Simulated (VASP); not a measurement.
A run of VASP 6.6.1:

INCAR

```
PREC = Accurate
ENCUT = 520
EDIFF = 1E-6
ISMEAR = 0
SIGMA = 0.01
LREAL = F
LASPH = T
NELM = 60
ALGO = Normal
ISIF = 2
LWAVE = F
LCHARG = T
GGA = PS
LELF = T
LVHAR = T
NBANDS = 28
```

The input KPOINTS:

```
Automatic mesh
0
Gamma
  6 6 6
```

The input POSCAR:

```
PbS
1.0
    1.9983420704     -5.5587732890      0.0000000000
    1.9983420704      5.5587732890      0.0000000000
    0.0000000000      0.0000000000      4.1872322521
Pb S
2 2
Direct
    0.8773156072      0.1226843928      0.7500000000
    0.1226843928      0.8773156072      0.2500000000
    0.6368720053      0.3631279947      0.7500000000
    0.3631279947      0.6368720053      0.2500000000
```

Potentials or basis: VASP PAW PBE potentials, release 64 (Pb_d, S).

Command:

```bash
$ cat potpaw_PBE.64/Pb_d/POTCAR potpaw_PBE.64/S/POTCAR > POTCAR
$ mpirun -np 1 vasp_std > vasp.out
```

Hardware: 1 thread of AMD EPYC 7R43 64-Core Processor (Zen 3) (shared host).

Q: Estimate the wall time of this run.

A: It took 110 s on 1 thread of AMD EPYC 7R43 64-Core Processor (Zen 3), on a shared host, peak memory 0.28 GiB. Counts: scf iterations 12, k points 52.
